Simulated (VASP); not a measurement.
# ZnO (P6_3mc) in VASP: a series of runs

Runs on ZnO. Level: PBE. Tasks: single point.

Program: VASP 6.6.1. These are calculated values, not measurements. Logs are shortened: lines on timing, memory, paths and dates and some standing lists are left out, and cuts for length are marked.

**1. The cell of the first run**

Symmetry: P6_3mc, No. 186, hexagonal system. Conventional cell: a = 3.345 Å, b = 3.345 Å, c = 4.976 Å, α = 90.00°, β = 90.00°, γ = 120.00°. Zn (site symmetry 3m) has 4 O at 1.99 to 2.00 Å within 2.6 Å. O (site symmetry 3m) has 4 Zn at 1.99 to 2.00 Å within 2.6 Å.

**2. Single point, PBE (uniaxial strain along c: -6.0 %, then relaxed in part)**

Contents of INCAR:

```
ALGO     = Normal         # electronic algorithm
EDIFF    = 1E-7           # SCF threshold, eV
ENCUT    = 520            # plane-wave cutoff, eV
GGA      = PE             # functional
ISIF     = 2              # what is computed and relaxed
ISMEAR   = 0              # smearing method
LASPH    = True           # aspherical terms in the spheres
LCHARG   = True           # write CHGCAR
LELF     = True           # ELF
LREAL    = False          # projectors in reciprocal space
LVHAR    = True         
LWAVE    = False          # write WAVECAR
NBANDS   = 26             # bands
NELM     = 100            # most SCF steps
PREC     = Accurate       # precision mode
SIGMA    = 0.02           # smearing width, eV
```

Contents of KPOINTS:

```
k-points
0
Gamma
  12 12 6
```

Contents of POSCAR:

```
ZnO
1.0
    3.3450917884      0.0000000000      0.0000000000
   -1.6725458942      2.8969344667      0.0000000000
    0.0000000000      0.0000000000      4.9756391749
Zn O
2 2
Direct
    0.6666666671      0.3333333329      0.4889495637
    0.3333333329      0.6666666671     -0.0110504363
    0.6666666662      0.3333333338      0.8913604363
    0.3333333338      0.6666666662      0.3913604363
```

Potentials or basis: VASP PAW PBE potentials, release 64 (Zn, O).

Launch:

```console
$ cat potpaw_PBE.64/Zn/POTCAR potpaw_PBE.64/O/POTCAR > POTCAR
$ mpirun -np 1 vasp_std > vasp.out
```

OUTCAR:

```text
EDIFF = 1E-7
   ENCUT = 520
   GGA = PE
   ISIF = 2
   ISMEAR = 0
   LASPH = True
   LREAL = False
   NELM = 100
   PREC = Accurate

 ion  position               nearest neighbor table
   1  0.667  0.333  0.489-   4 1.99   4 1.99   4 1.99   3 2.00
   2  0.333  0.667  0.989-   3 1.99   3 1.99   3 1.99   4 2.00
   3  0.667  0.333  0.891-   2 1.99   2 1.99   2 1.99   1 2.00
   4  0.333  0.667  0.391-   1 1.99   1 1.99   1 1.99   2 2.00

  LATTYP: Found a hexagonal cell.
 ALAT       =     3.3450917884
 C/A-ratio  =     1.4874447368

  Lattice vectors:

 A1 = (   3.3450917884,   0.0000000000,   0.0000000000)
 A2 = (  -1.6725458942,   2.8969344667,   0.0000000000)
 A3 = (   0.0000000000,   0.0000000000,   4.9756391749)

Analysis of symmetry for initial positions (statically):
=====================================================================
 Subroutine PRICEL returns:
 Original cell was already a primitive cell.

 Routine SETGRP: Setting up the symmetry group for a
 hexagonal supercell.

 Subroutine GETGRP returns: Found 12 space group operations
 (whereof  6 operations were pure point group operations)
 out of a pool of 24 trial point group operations.

The static configuration has the point symmetry C_3v.
 The point group associated with its full space group is C_6v.

Analysis of symmetry for dynamics (positions and initial velocities):
=====================================================================
 Subroutine PRICEL returns:
 Original cell was already a primitive cell.

 Routine SETGRP: Setting up the symmetry group for a
 hexagonal supercell.

 Subroutine GETGRP returns: Found 12 space group operations
 (whereof  6 operations were pure point group operations)
 out of a pool of 24 trial point group operations.

The dynamic configuration has the point symmetry C_3v.
 The point group associated with its full space group is C_6v.

 Subroutine INISYM returns: Found 12 space group operations
 (whereof  6 operations are pure point group operations),
 and found     1 'primitive' translations

----------------------------------------------------------------------------------------

                                     Primitive cell

  volume of cell :      48.2165

  direct lattice vectors                    reciprocal lattice vectors
     3.345091788  0.000000000  0.000000000     0.298945459  0.172596241  0.000000000
    -1.672545894  2.896934467  0.000000000     0.000000000  0.345192482  0.000000000
     0.000000000  0.000000000  4.975639175     0.000000000  0.000000000  0.200979204

  length of vectors
     3.345091788  3.345091788  4.975639175     0.345192482  0.345192482  0.200979204

  position of ions in fractional coordinates (direct lattice)
     0.666666667  0.333333333  0.488949564
     0.333333333  0.666666667  0.988949564
     0.666666666  0.333333334  0.891360436
     0.333333334  0.666666666  0.391360436

  ion indices of the primitive-cell ions
   primitive index   ion index
                 1           1
                 2           2
                 3           3
                 4           4

----------------------------------------------------------------------------------------

 KPOINTS: k-points

Automatic generation of k-mesh.
 Grid dimensions read from file:
 generate k-points for:   12   12    6

 Generating k-lattice:

  Cartesian coordinates                     Fractional coordinates (reciprocal lattice)
     0.024912122  0.014383020  0.000000000     0.083333333 -0.000000000  0.000000000
     0.000000000  0.028766040  0.000000000     0.000000000  0.083333333  0.000000000
     0.000000000  0.000000000  0.033496534     0.000000000  0.000000000  0.166666667

  Length of vectors
     0.028766040  0.028766040  0.033496534

  Shift w.r.t. Gamma in fractional coordinates (k-lattice)
     0.000000000  0.000000000  0.000000000

 Subroutine IBZKPT returns following result:
 ===========================================

 Found     76 irreducible k-points:

 Following reciprocal coordinates:
            Coordinates               Weight
  0.000000  0.000000  0.000000      1.000000
  0.083333  0.000000  0.000000      6.000000
  0.166667  0.000000  0.000000      6.000000
  0.250000  0.000000  0.000000      6.000000
  0.333333  0.000000  0.000000      6.000000
  0.416667  0.000000  0.000000      6.000000
[... 16 lines left out ...]
  0.250000  0.000000  0.166667     12.000000
  0.333333  0.000000  0.166667     12.000000
 [... further k-points ...]
   k-points           NKPTS =     76   k-points in BZ     NKDIM =     76   number of bands    NBANDS=     26
   number of dos      NEDOS =    301   number of ions     NIONS =      4
   total plane-waves  NPLWV =  31360
   dimension x,y,z NGX =    28 NGY =   28 NGZ =   40
   dimension x,y,z NGXF=    56 NGYF=   56 NGZF=   80
   ions per type =               2   2
   NGX,Y,Z   is equivalent  to a cutoff of  13.92, 13.92, 13.36 a.u.
   NGXF,Y,Z  is equivalent  to a cutoff of  27.83, 27.83, 26.73 a.u.
 SYSTEM =  unknown system
   PREC   = accura    normal or accurate (medium, high low for compatibility)
   ISTART =      0    job   : 0-new  1-cont  2-samecut
   ICHARG =      2    charge: 1-file 2-atom 10-const
   ISPIN  =      1    spin polarized calculation?
   LNONCOLLINEAR =      F non collinear calculations
   LSORBIT =      F    spin-orbit coupling
   LASPH  =      T    aspherical Exc in radial PAW
   ENCUT  =  520.0 eV  38.22 Ry    6.18 a.u.   6.22  6.22  9.25*2*pi/ulx,y,z
   NELM   =    100;   NELMIN=  2; NELMDL= -5     # of ELM steps
   EDIFF  = 0.1E-06   stopping-criterion for ELM
   LREAL  =      F    real-space projection
   EDIFFG = 0.1E-05   stopping-criterion for IOM
   NSW    =      0    number of steps for IOM
   IBRION =     -1    ionic relax: 0-MD 1-quasi-New 2-CG
   NFREE  =      0    steps in history (QN), initial steepest desc. (CG)
   ISIF   =      2    stress and relaxation
   ISYM   =      2    0-nonsym 1-usesym 2-fastsym
   POTIM  = 0.5000    time-step for ionic-motion
   TEBEG  =    0.0;   TEEND  =   0.0 temperature during run
   PSTRESS=    0.0 pullay stress
   NELECT =      36.0000    total number of electrons
   NUPDOWN=      -1.0000    fix difference up-down
   EMIN   =  10.00;   EMAX   =-10.00  energy-range for DOS
   EFERMI =   0.00;   METHOD = LEGACY
   ISMEAR =     0;   SIGMA  =   0.02  broadening in eV -4-tet -1-fermi 0-gaus
   EFERMI_NEDOS =   21; number of points for ismear=-14 and -15
   IALGO  =     38    algorithm
   IMIX   =      4    mixing-type and parameters
     AMIX     =   0.40;   BMIX     =  1.00
     AMIX_MAG =   1.60;   BMIX_MAG =  1.00
  volume/ion in A,a.u.               =      12.05        81.35
  Fermi-wavevector in a.u.,A,eV,Ry     =   1.485173  2.806571 30.010911  2.205740
  Thomas-Fermi vector in A             =   2.598618
   LORBIT       =      0    0 simple, 1 ext, 2 COOP (PROOUT), +10 PAW based schemes
   GGA     = PE    functional components
   LHFCALC =     F    Hartree Fock is set to
   AEXX    =    0.0000 exact exchange contribution
   IVDW    =     0    specifies the selected vdW correction
   LEPSILON=     F    determine dielectric tensor
   LRPA    =     F    only Hartree local field effects (RPA)
 non-spin polarized calculation
 Gauss-broadening in eV      SIGMA  =   0.02
  energy-cutoff  :      520.00
  volume of cell :       48.22
 maximum number of plane-waves:      1320
 NGX is ok and might be reduce to    28
   NGX = 13   NGY = 13   NGZ = 19

 number of electron      36.0000012 magnetization

 Free energy of the ion-electron system (eV)
  ---------------------------------------------------
  ext. energy  EPLUGINS =         0.00000000
  ---------------------------------------------------
  free energy    TOTEN  =       -17.78489299 eV

  energy without entropy =      -17.78489299  energy(sigma->0) =      -17.78489299

 E-fermi :   1.1084     XC(G=0): -10.8444

 val. band max:        1.0277522292   @ k =   0.0000   0.0000   0.0000
 cond. band min:       1.8604238404   @ k =   0.0000   0.0000   0.0000
 fundamental gap:      0.8326716113
 Fermi energy:         1.1084197641

 k-point     1 :       0.0000    0.0000    0.0000
  band No.  band energies     occupation
      1     -16.8727      2.00000
      2     -16.0541      2.00000
      3      -4.5668      2.00000
      4      -4.5668      2.00000
      5      -4.4436      2.00000
      6      -4.4436      2.00000
[... 18 lines left out ...]
     25      14.5656      0.00000
     26      16.5600      0.00000

 k-point     2 :       0.0833    0.0000    0.0000
  band No.  band energies     occupation
      1     -16.8373      2.00000
      2     -16.0425      2.00000
      3      -4.6034      2.00000
      4      -4.5400      2.00000
      5      -4.4460      2.00000
      6      -4.4118      2.00000
[... 18 lines left out ...]
     25      14.7007      0.00000
     26      16.3642      0.00000

 k-point     3 :       0.1667    0.0000    0.0000
  band No.  band energies     occupation
      1     -16.7377      2.00000
      2     -16.0127      2.00000
      3      -4.6883      2.00000
      4      -4.4668      2.00000
      5      -4.4539      2.00000
      6      -4.3206      2.00000
[... 18 lines left out ...]
     25      14.9925      0.00000
     26      15.3047      0.00000

 k-point     4 :       0.2500    0.0000    0.0000
  band No.  band energies     occupation
      1     -16.5920      2.00000
      2     -15.9781      2.00000
      3      -4.7683      2.00000
      4      -4.4670      2.00000
      5      -4.3700      2.00000
      6      -4.1817      2.00000
[... 18 lines left out ...]
     25      14.1238      0.00000
     26      15.1159      0.00000
[... 496 lines left out ...]
      1     -16.6895      2.00000
      2     -16.0612      2.00000
      3      -4.7093      2.00000
      4      -4.5292      2.00000
      5      -4.4667      2.00000
      6      -4.3407      2.00000
[... 18 lines left out ...]
     25      14.6844      0.00000
     26      14.6955      0.00000

 k-point    23 :       0.2500    0.0000    0.1667
  band No.  band energies     occupation
      1     -16.5500      2.00000
      2     -16.0177      2.00000
      3      -4.7978      2.00000
      4      -4.5601      2.00000
      5      -4.3665      2.00000
      6      -4.2044      2.00000
[... 18 lines left out ...]
     25      13.9819      0.00000
     26      14.8556      0.00000

 k-point    24 :       0.3333    0.0000    0.1667
  band No.  band energies     occupation
      1     -16.3955      2.00000
      2     -15.9853      2.00000
      3      -4.8329      2.00000
      4      -4.5866      2.00000
      5      -4.2741      2.00000
      6      -4.1184      2.00000
[... 18 lines left out ...]
     25      14.2852      0.00000
     26      14.8273      0.00000

 [... further k-points ...]
[... 5 lines left out ...]
  --------------------------------------------------------------------------------------
  -------------------------------------------------------------------------------------
  Total        0.2915335      0.2915335      2.3226154      0.0000000     -0.0000000      0.0000000
  in kB        9.6873150      9.6873150     77.1777821      0.0000000     -0.0000000      0.0000000
  external PRESSURE =      32.1841374 kB  Pullay stress =       0.0000000 kB

 VOLUME and BASIS-vectors are now :
 -----------------------------------------------------------------------------
  energy-cutoff  :      520.00
  volume of cell :       48.22
      direct lattice vectors                 reciprocal lattice vectors
     3.345091788  0.000000000  0.000000000     0.298945459  0.172596241  0.000000000
    -1.672545894  2.896934467  0.000000000     0.000000000  0.345192482  0.000000000
     0.000000000  0.000000000  4.975639175     0.000000000  0.000000000  0.200979204

 POSITION                                       TOTAL-FORCE (eV/Angst)
 -----------------------------------------------------------------------------------
      1.67255      0.96564      2.43284         0.000000      0.000000     -0.014283
     -0.00000      1.93129      4.92066         0.000000     -0.000000     -0.014283
      1.67255      0.96564      4.43509        -0.000000      0.000000      0.014283
      0.00000      1.93129      1.94727         0.000000     -0.000000      0.014283
 -----------------------------------------------------------------------------------
    total drift:                               -0.000002      0.000000     -0.002579

  FREE ENERGIE OF THE ION-ELECTRON SYSTEM (eV)
  ---------------------------------------------------
  free  energy   TOTEN  =       -17.7848929861 eV

  energy  without entropy=      -17.7848929861  energy(sigma->0) =      -17.78489299
```

Wall time 52 s (1 thread of Intel Xeon 6975P-C (Granite Rapids), shared host); peak memory 0.22 GiB.

What came out:

```yaml
Free_energy: -17.7849 eV
Pressure: 3.2 GPa
Largest_force: 0.014 eV/Å
Band_gap_on_the_k_mesh: 0.83 eV, direct
```

Forces in eV/Å, atoms in the order of the input:
```
Zn   0.000  0.000 -0.014
Zn   0.000  0.000 -0.014
O    0.000  0.000  0.014
O    0.000  0.000  0.014
```

Levels at points of the mesh, in eV from the valence-band top:
```csv
k point,band 15,band 16,band 17,band 18,band 19,band 20,band 21,band 22
"(0.00, 0.00, 0.00)",-0.79,-0.12,0.00,0.00,0.83,4.90,8.84,12.17
"(0.50, 0.00, 0.00)",-2.62,-2.35,-1.11,-0.94,5.67,6.76,8.02,8.27
"(0.00, 0.00, 0.50)",-0.38,-0.38,-0.38,-0.38,3.59,3.59,10.51,10.51
"(0.50, 0.00, 0.50)",-1.59,-1.59,-0.97,-0.97,5.84,5.84,8.33,8.33
```

Caveat: the cell differs from its parent crystal (uniaxial strain along c: -6.0 %, then relaxed in part).

**3. Single point, PBE**

Contents of INCAR:

```
SYSTEM = ZnO
ALGO     = Normal         ! electronic algorithm
EDIFF    = 1E-6           ! SCF threshold, eV
ENCUT    = 520            ! plane-wave cutoff, eV
GGA      = PE             ! functional
ISIF     = 2              ! what is computed and relaxed
ISMEAR   = 0              ! smearing method
LASPH    = .True.         ! aspherical terms in the spheres
LCHARG   = .False.        ! write CHGCAR
LREAL    = .False.        ! projectors in reciprocal space
LWAVE    = .False.        ! write WAVECAR
NBANDS   = 26             ! bands
NELM     = 60             ! most SCF steps
PREC     = Accurate       ! precision mode
SIGMA    = 0.02           ! smearing width, eV
```

Contents of KPOINTS:

```
k-points
0
Gamma
  12 12 6
  0 0 0
```

POSCAR is that of step 2.

Potentials or basis: VASP PAW PBE potentials, release 64 (Zn, O).

Launch:

```console
$ cat potpaw_PBE.64/Zn/POTCAR potpaw_PBE.64/O/POTCAR > POTCAR
$ mpirun -np 1 vasp_std > vasp.out
```

Run time: 46 s. Hardware: 1 thread of Intel Xeon 6975P-C (Granite Rapids), shared host; peak memory 0.21 GiB.

It converged, with:

```
Free energy            : -17.7849 eV
Pressure               : 3.3 GPa
Largest force          : 0.014 eV/Å
Band gap on the k mesh : 0.83 eV, direct
```

Forces on the atoms (eV/Å):
```
Zn   0.000  0.000 -0.014
Zn   0.000  0.000 -0.014
O    0.000  0.000  0.014
O    0.000  0.000  0.014
```

Stress tensor (GPa, compression positive):
```
1.01 0.00 0.00
0.00 1.01 0.00
0.00 0.00 7.76
```

Levels at points of the mesh, in eV from the valence-band top:
| k point | band 16 | band 17 | band 18 | band 19 | band 20 | band 21 |
| --- | --- | --- | --- | --- | --- | --- |
| (0.00, 0.00, 0.00) | -0.12 | 0.00 | 0.00 | 0.83 | 4.90 | 8.84 |
| (0.50, 0.00, 0.00) | -2.35 | -1.11 | -0.94 | 5.67 | 6.76 | 8.02 |
| (0.00, 0.00, 0.50) | -0.38 | -0.38 | -0.38 | 3.59 | 3.59 | 10.51 |
| (0.50, 0.00, 0.50) | -1.59 | -0.97 | -0.97 | 5.84 | 5.84 | 8.33 |

(Continued in part 2 of 2.)
